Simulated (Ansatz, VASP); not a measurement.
# V in VASP and in Ansatz

INCAR

```
ALGO = Normal ; EDIFF = 1E-6
ENCUT = 520 ; GGA = PS
ISIF = 2 ; ISMEAR = -1
LASPH = T ; LCHARG = T
LELF = T ; LREAL = F
LVHAR = T ; LWAVE = F
NBANDS = 26 ; NELM = 80
PREC = Accurate ; SIGMA = 0.1
```

File KPOINTS:

```
k-points
0
Gamma
  9 9 15
```

Contents of POSCAR:

```
V
1.0
    4.2810487661      0.0000000000      0.0000000000
   -2.1405243830      3.7074969863      0.0000000000
    0.0000000000      0.0000000000      2.2876103798
V
3
Direct
    0.0000000000      0.0000000000      0.0000000000
    0.3333333333      0.6666666667      0.5000000000
    0.6666666667      0.3333333333      0.5000000000
```

Input for Ansatz:

```yaml
crystal:
  lattice:
    - [4.2810487661, 0.0, 0.0]
    - [-2.140524383, 3.7074969863, 0.0]
    - [0.0, 0.0, 2.2876103798]
  atoms:
    - { symbol: V, position: [0.0, 0.0, 0.0] }
    - { symbol: V, position: [0.3333333333, 0.6666666667, 0.5] }
    - { symbol: V, position: [0.6666666667, 0.3333333333, 0.5] }
hamiltonian:
  xc: pbesol
  pseudopotentials:
    kind: paw
    azcp:
      V: "pseudopotentials/V.paw.azcp"
basis:
  ecutwfc: 420
  fft_grid_basis: typed
kpoints:
  mp_grid: { grid: [9, 9, 15], shift: [0, 0, 0] }
magnetization:
  spin_polarized: false
scf:
  occupations: { method: fermi_dirac, width: 0.1 }
  lower_state_search: "off"
output:
  stress: true
```

Alike in both runs: task single point; functional PBEsol; k mesh 9 × 9 × 15; occupations fermi-dirac, width 0.1 eV; no spin polarisation.

```csv
,VASP,Ansatz
version,VASP 6.6.1,Ansatz 0.2.0
potentials or method,"VASP PAW PBE potentials, release 64 (V_sv), cutoff 520 eV","plane waves (420 eV) with PAW, scalar-relativistic"
valence electrons in the cell,39,39
```

VASP gave:

* pressure (GPa): 18.8
* traceless stress, the component that is largest in VASP (GPa): 0.80

Task: Which values does Ansatz return?

Result: Pressure (GPa): 18.3; traceless stress, the component that is largest in VASP (GPa): 0.35.

VASP's potentials were made for PBE, not for PBEsol, and Ansatz warns of the same on its side. With one functional, cell and mesh, what is left measures potentials, basis and numerics.
